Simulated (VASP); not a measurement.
The system is ZnS.

```
Zn S
1.0
     0.00000    2.69409    2.69409
     2.69409    0.00000    2.69409
     2.69409    2.69409    0.00000
Zn S
1 1
Direct
  0.00000 0.00000 0.00000
  0.25000 0.25000 0.25000
```

Base run:

- Program: VASP 6.6.1
- Functional: PBE
- Potentials or basis: VASP PAW PBE potentials, release 64 (Zn, S)
- Cutoff: 520 eV
- k mesh: 6 × 6 × 6
- Occupations: gaussian, width 0.01 eV
- Spin: no spin polarisation

Its results: band gap on the k mesh 2.15 eV, direct; pressure 2.5 GPa.

Question: The run is repeated on the same cell with these changes: functional from PBE to PBEsol; k mesh from 6 × 6 × 6 to 4 × 4 × 4. What comes out?

Answer: Band gap on the k mesh 2.00 eV, direct; pressure -0.8 GPa.

Several settings changed at once, so the effect can't be laid on one alone.

Caveats: some runs use coarse meshes; the PAW data sets were made with another functional, which shifts forces and pressure a little (some runs).

